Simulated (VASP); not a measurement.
# SnO (Pmn2_1) in VASP: further runs, part 2 of 3

VASP 6.6.1. Earlier steps stand in the parts before.

## 3. Single point, PBEsol (19.29 Å³/atom)

This run uses another cell than the first one, of 19.29 Å³/atom.

File INCAR:

```
SYSTEM = SnO
ALGO     = Normal         ! electronic algorithm
EDIFF    = 1E-6           ! SCF threshold, eV
ENCUT    = 520            ! plane-wave cutoff, eV
GGA      = PS             ! functional
ISIF     = 2              ! what is computed and relaxed
ISMEAR   = -1             ! smearing method
LASPH    = .True.         ! aspherical terms in the spheres
LCHARG   = .False.        ! write CHGCAR
LREAL    = .False.        ! projectors in reciprocal space
LWAVE    = .False.        ! write WAVECAR
NBANDS   = 28             ! bands
NELM     = 80             ! most SCF steps
PREC     = Accurate       ! precision mode
SIGMA    = 0.05           ! smearing width, eV
```

File KPOINTS:

```
k-points
0
Gamma
  8 5 6
  0 0 0
```

File POSCAR:

```
SnO
1.0
    3.3096615362      0.0000000000      0.0000000000
    0.0000000000      5.5974175183      0.0000000000
    0.0000000000      0.0000000000      4.1649093566
Sn O
2 2
Direct
    0.5000000000      0.7680910000      0.0131440000
    0.0000000000      0.2319090000      0.5131440000
    0.5000000000      0.1087500000      0.2368570000
    0.0000000000      0.8912500000      0.7368570000
```

Potentials or basis: VASP PAW PBE potentials, release 64 (Sn_d, O).

Started as:

```
$ cat potpaw_PBE.64/Sn_d/POTCAR potpaw_PBE.64/O/POTCAR > POTCAR
$ mpirun -np 1 vasp_std > vasp.out
```

Wall time 3 min (1 thread of Intel Xeon 8259CL, shared host); peak memory 0.25 GiB.

Results (log left out):

| Quantity | Value |
| --- | --- |
| Free energy | -23.8203 eV |
| Pressure | 0.3 GPa |
| Largest force | 0.238 eV/Å |
| Band gap on the k mesh | 1.37 eV (least direct gap 1.94 eV) |

Forces on the atoms (eV/Å):
```
Sn   0.000 -0.225  0.078
Sn   0.000  0.225  0.078
O    0.000 -0.083 -0.078
O    0.000  0.083 -0.078
```

Stress tensor (GPa, compression positive):
```
0.09 0.00 0.00
0.00 0.73 0.00
0.00 0.00 0.00
```

Levels at points of the mesh, in eV from the valence-band top:
| k point | band 18 | band 19 | band 20 | band 21 | band 22 | band 23 |
| --- | --- | --- | --- | --- | --- | --- |
| (0.00, 0.00, 0.00) | -2.85 | -2.26 | 0.00 | 2.61 | 3.17 | 5.85 |
| (0.50, 0.00, 0.00) | -2.83 | -1.30 | -1.30 | 2.53 | 2.53 | 5.62 |
| (0.00, 0.00, 0.50) | -3.44 | -1.80 | -1.80 | 2.65 | 2.65 | 5.27 |
| (0.50, 0.00, 0.50) | -3.35 | -1.12 | -1.12 | 2.01 | 2.01 | 4.59 |

Caveat: the PAW data sets were made with another functional, which shifts forces and pressure a little; spin-orbit coupling is left out, which moves the levels of the heavy elements.

## 4. Single point, r2SCAN

This run uses another cell than the first one, of 20.90 Å³/atom.

File POSCAR:

```
SnO
1.0
    3.3991548656      0.0000000000      0.0000000000
    0.0000000000      5.7487718259      0.0000000000
    0.0000000000      0.0000000000      4.2775286081
Sn O
2 2
Direct
    0.5000000000      0.7680910000      0.0131440000
    0.0000000000      0.2319090000      0.5131440000
    0.5000000000      0.1087500000      0.2368570000
    0.0000000000      0.8912500000      0.7368570000
```

File INCAR.step1:

```
SYSTEM = SnO
PREC = Accurate
ENCUT = 520
ISMEAR = -1
SIGMA = 0.05
LREAL = .FALSE.
LASPH = .TRUE.
NELM = 60
NBANDS = 28
GGA = PE
ALGO = Normal
EDIFF = 1E-4
LWAVE = .TRUE.
LCHARG = .FALSE.
```

File INCAR.step2:

```
SYSTEM = SnO
PREC = Accurate
ENCUT = 520
EDIFF = 1E-6
ISMEAR = -1
SIGMA = 0.05
LREAL = .FALSE.
LASPH = .TRUE.
NELM = 60
ALGO = Normal
ISIF = 2
LWAVE = .FALSE.
LCHARG = .FALSE.
METAGGA = R2SCAN
LMIXTAU = .TRUE.
NBANDS = 28
ISTART = 1
```

File KPOINTS:

```
regular mesh
0
G
  8 5 6
  0 0 0
```

Potentials or basis: VASP PAW PBE potentials, release 64 (Sn_d, O).

Started as:

```
$ cat potpaw_PBE.64/Sn_d/POTCAR potpaw_PBE.64/O/POTCAR > POTCAR
$ cp INCAR.step1 INCAR
$ mpirun -np 1 vasp_std > vasp.out
$ cp INCAR.step2 INCAR
$ mpirun -np 1 vasp_std > vasp.out
```

OUTCAR:

```text
SYSTEM = SnO
   PREC = Accurate
   ENCUT = 520
   EDIFF = 1E-6
   ISMEAR = -1
   LREAL = .FALSE.
   LASPH = .TRUE.
   NELM = 60
   ISIF = 2
   METAGGA = R2SCAN
   ISTART = 1

 ion  position               nearest neighbor table
   1  0.500  0.768  0.013-   3 2.18   4 2.19   4 2.19
   2  0.000  0.232  0.513-   4 2.18   3 2.19   3 2.19
   3  0.500  0.109  0.237-   1 2.18   2 2.19   2 2.19
   4  0.000  0.891  0.737-   2 2.18   1 2.19   1 2.19

  LATTYP: Found a simple orthorhombic cell.
 ALAT       =     3.3991548656
 B/A-ratio  =     1.2584094509
 C/A-ratio  =     1.6912356316

  Lattice vectors:

 A1 = (  -3.3991548656,   0.0000000000,   0.0000000000)
 A2 = (   0.0000000000,   0.0000000000,   4.2775286081)
 A3 = (   0.0000000000,   5.7487718259,   0.0000000000)

Analysis of symmetry for initial positions (statically):
=====================================================================
 Subroutine PRICEL returns:
 Original cell was already a primitive cell.

 Routine SETGRP: Setting up the symmetry group for a
 simple orthorhombic supercell.

 Subroutine GETGRP returns: Found  4 space group operations
 (whereof  2 operations were pure point group operations)
 out of a pool of  8 trial point group operations.

The static configuration has the point symmetry C_1h.
 The point group associated with its full space group is C_2v.

Analysis of symmetry for dynamics (positions and initial velocities):
=====================================================================
 Subroutine PRICEL returns:
 Original cell was already a primitive cell.

 Routine SETGRP: Setting up the symmetry group for a
 simple orthorhombic supercell.

 Subroutine GETGRP returns: Found  4 space group operations
 (whereof  2 operations were pure point group operations)
 out of a pool of  8 trial point group operations.

The dynamic configuration has the point symmetry C_1h.
 The point group associated with its full space group is C_2v.

 Subroutine INISYM returns: Found  4 space group operations
 (whereof  2 operations are pure point group operations),
 and found     1 'primitive' translations

----------------------------------------------------------------------------------------

                                     Primitive cell

  volume of cell :      83.5870

  direct lattice vectors                    reciprocal lattice vectors
     3.399154866  0.000000000  0.000000000     0.294190774  0.000000000  0.000000000
     0.000000000  5.748771826  0.000000000     0.000000000  0.173950198  0.000000000
     0.000000000  0.000000000  4.277528608     0.000000000  0.000000000  0.233779851

  length of vectors
     3.399154866  5.748771826  4.277528608     0.294190774  0.173950198  0.233779851

  position of ions in fractional coordinates (direct lattice)
     0.500000000  0.768091000  0.013144000
     0.000000000  0.231909000  0.513144000
     0.500000000  0.108750000  0.236857000
     0.000000000  0.891250000  0.736857000

  ion indices of the primitive-cell ions
   primitive index   ion index
                 1           1
                 2           2
                 3           3
                 4           4

----------------------------------------------------------------------------------------

 KPOINTS: regular mesh

Automatic generation of k-mesh.
 Grid dimensions read from file:
 generate k-points for:    8    5    6

 Generating k-lattice:

  Cartesian coordinates                     Fractional coordinates (reciprocal lattice)
     0.036773847  0.000000000  0.000000000     0.125000000  0.000000000  0.000000000
     0.000000000  0.034790040  0.000000000     0.000000000  0.200000000  0.000000000
     0.000000000  0.000000000  0.038963308     0.000000000  0.000000000  0.166666667

  Length of vectors
     0.036773847  0.034790040  0.038963308

  Shift w.r.t. Gamma in fractional coordinates (k-lattice)
     0.000000000  0.000000000  0.000000000

 Subroutine IBZKPT returns following result:
 ===========================================

 Found     60 irreducible k-points:

 Following reciprocal coordinates:
            Coordinates               Weight
  0.000000  0.000000  0.000000      1.000000
  0.125000  0.000000  0.000000      2.000000
  0.250000  0.000000  0.000000      2.000000
  0.375000  0.000000  0.000000      2.000000
  0.500000  0.000000  0.000000      1.000000
  0.000000  0.200000  0.000000      2.000000
[... 16 lines left out ...]
  0.250000  0.200000  0.166667      8.000000
  0.375000  0.200000  0.166667      8.000000
 [... further k-points ...]
   k-points           NKPTS =     60   k-points in BZ     NKDIM =     60   number of bands    NBANDS=     28
   number of dos      NEDOS =    301   number of ions     NIONS =      4
   total plane-waves  NPLWV =  43008
   dimension x,y,z NGX =    28 NGY =   48 NGZ =   32
   dimension x,y,z NGXF=    56 NGYF=   96 NGZF=   64
   ions per type =               2   2
   NGX,Y,Z   is equivalent  to a cutoff of  13.69, 13.88, 12.44 a.u.
   NGXF,Y,Z  is equivalent  to a cutoff of  27.39, 27.76, 24.87 a.u.
 SYSTEM =  SnO
   PREC   = accura    normal or accurate (medium, high low for compatibility)
   ISTART =      1    job   : 0-new  1-cont  2-samecut
   ICHARG =      0    charge: 1-file 2-atom 10-const
   ISPIN  =      1    spin polarized calculation?
   LNONCOLLINEAR =      F non collinear calculations
   LSORBIT =      F    spin-orbit coupling
   LASPH  =      T    aspherical Exc in radial PAW
   ENCUT  =  520.0 eV  38.22 Ry    6.18 a.u.   6.32 10.69  7.95*2*pi/ulx,y,z
   NELM   =     60;   NELMIN=  2; NELMDL=  0     # of ELM steps
   EDIFF  = 0.1E-05   stopping-criterion for ELM
   LREAL  =      F    real-space projection
[... 7 lines left out ...]
   TEBEG  =    0.0;   TEEND  =   0.0 temperature during run
   PSTRESS=    0.0 pullay stress
   NELECT =      40.0000    total number of electrons
   NUPDOWN=      -1.0000    fix difference up-down
   EMIN   =  10.00;   EMAX   =-10.00  energy-range for DOS
   EFERMI =   0.00;   METHOD = LEGACY
   ISMEAR =    -1;   SIGMA  =   0.05  broadening in eV -4-tet -1-fermi 0-gaus
   EFERMI_NEDOS =   21; number of points for ismear=-14 and -15
   IALGO  =     38    algorithm
   IMIX   =      4    mixing-type and parameters
     AMIX     =   0.40;   BMIX     =  1.00
     AMIX_MAG =   1.60;   BMIX_MAG =  1.00
  volume/ion in A,a.u.               =      20.90       141.02
  Fermi-wavevector in a.u.,A,eV,Ry     =   1.280507  2.419807 22.309437  1.639697
  Thomas-Fermi vector in A             =   2.412931
   LORBIT       =      0    0 simple, 1 ext, 2 COOP (PROOUT), +10 PAW based schemes
   METAGGA = R2SCAN    functional components
   LHFCALC =     F    Hartree Fock is set to
   AEXX    =    0.0000 exact exchange contribution
   IVDW    =     0    specifies the selected vdW correction
   LEPSILON=     F    determine dielectric tensor
   LRPA    =     F    only Hartree local field effects (RPA)
 non-spin polarized calculation
  energy-cutoff  :      520.00
  volume of cell :       83.59
 maximum number of plane-waves:      2276
 NGX is ok and might be reduce to    28
   NGX = 13   NGY = 21   NGZ = 15

 number of electron      39.9999998 magnetization

 Free energy of the ion-electron system (eV)
  ---------------------------------------------------
  ext. energy  EPLUGINS =         0.00000000
  ---------------------------------------------------
  free energy    TOTEN  =       -66.48060517 eV

  energy without entropy =      -66.48060517  energy(sigma->0) =      -66.48060517

 E-fermi :   5.0879     XC(G=0):  -9.9333

 val. band max:        4.1737392464   @ k =   0.0000   0.0000   0.0000
 cond. band min:       6.0154923924   @ k =   0.3750   0.4000   0.0000
 fundamental gap:      1.8417531459
 Fermi energy:         5.0879348901

 k-point     1 :       0.0000    0.0000    0.0000
  band No.  band energies     occupation
      1     -17.6125      2.00000
      2     -17.2719      2.00000
      3     -17.1818      2.00000
      4     -17.1741      2.00000
      5     -17.1491      2.00000
      6     -17.1049      2.00000
[... 20 lines left out ...]
     27      13.5272      0.00000
     28      14.0783      0.00000

 k-point     2 :       0.1250    0.0000    0.0000
  band No.  band energies     occupation
      1     -17.6067      2.00000
      2     -17.2669      2.00000
      3     -17.2090      2.00000
      4     -17.1767      2.00000
      5     -17.1535      2.00000
      6     -17.1056      2.00000
[... 674 lines left out ...]
 k-point    24 :       0.3750    0.2000    0.1667
  band No.  band energies     occupation
      1     -17.5956      2.00000
      2     -17.5043      2.00000
      3     -17.1687      2.00000
      4     -17.1593      2.00000
      5     -17.1219      2.00000
      6     -17.1166      2.00000
[... 20 lines left out ...]
     27      13.6846      0.00000
     28      14.7270      0.00000

 [... further k-points ...]
[... 5 lines left out ...]
  --------------------------------------------------------------------------------------
  -------------------------------------------------------------------------------------
  Total       -3.3835134     -2.5664763     -2.3657565      0.0000000      0.0000000      0.0000000
  in kB      -64.8544142    -49.1936323    -45.3462811      0.0000000      0.0000000      0.0000000
  external PRESSURE =     -53.1314425 kB  Pullay stress =       0.0000000 kB

 VOLUME and BASIS-vectors are now :
 -----------------------------------------------------------------------------
  energy-cutoff  :      520.00
  volume of cell :       83.59
      direct lattice vectors                 reciprocal lattice vectors
     3.399154866  0.000000000  0.000000000     0.294190774  0.000000000  0.000000000
     0.000000000  5.748771826  0.000000000     0.000000000  0.173950198  0.000000000
     0.000000000  0.000000000  4.277528608     0.000000000  0.000000000  0.233779851

 POSITION                                       TOTAL-FORCE (eV/Angst)
 -----------------------------------------------------------------------------------
      1.69958      4.41558      0.05622         0.000000      0.979204     -0.307523
      0.00000      1.33319      2.19499         0.000000     -0.979204     -0.307523
      1.69958      0.62518      1.01316         0.000000     -0.220160      0.307523
      0.00000      5.12359      3.15193         0.000000      0.220160      0.307523
 -----------------------------------------------------------------------------------
    total drift:                                0.000000      0.000000      0.002377

  FREE ENERGIE OF THE ION-ELECTRON SYSTEM (eV)
  ---------------------------------------------------
  free  energy   TOTEN  =       -66.4806051694 eV

  energy  without entropy=      -66.4806051688  energy(sigma->0) =      -66.48060517
```

It took 4.3 min on 1 thread of Intel Xeon 6975P-C (Granite Rapids), shared host; peak memory 0.28 GiB.

What came out:

```yaml
Free_energy: -66.4806 eV
Pressure: -5.3 GPa
Largest_force: 1.026 eV/Å
Band_gap_on_the_k_mesh: 1.84 eV (least direct gap 2.44 eV)
```

Forces on the atoms (eV/Å):
```
Sn   0.000  0.979 -0.308
Sn   0.000 -0.979 -0.308
O    0.000 -0.220  0.308
O    0.000  0.220  0.308
```

Stress tensor (GPa, compression positive):
```
-6.49  0.00  0.00
 0.00 -4.92  0.00
 0.00  0.00 -4.53
```

Caveat: the cell stands under tension; the PAW data sets were made with another functional, which shifts forces and pressure a little; spin-orbit coupling is left out, which moves the levels of the heavy elements.

(Continued in part 3 of 3.)
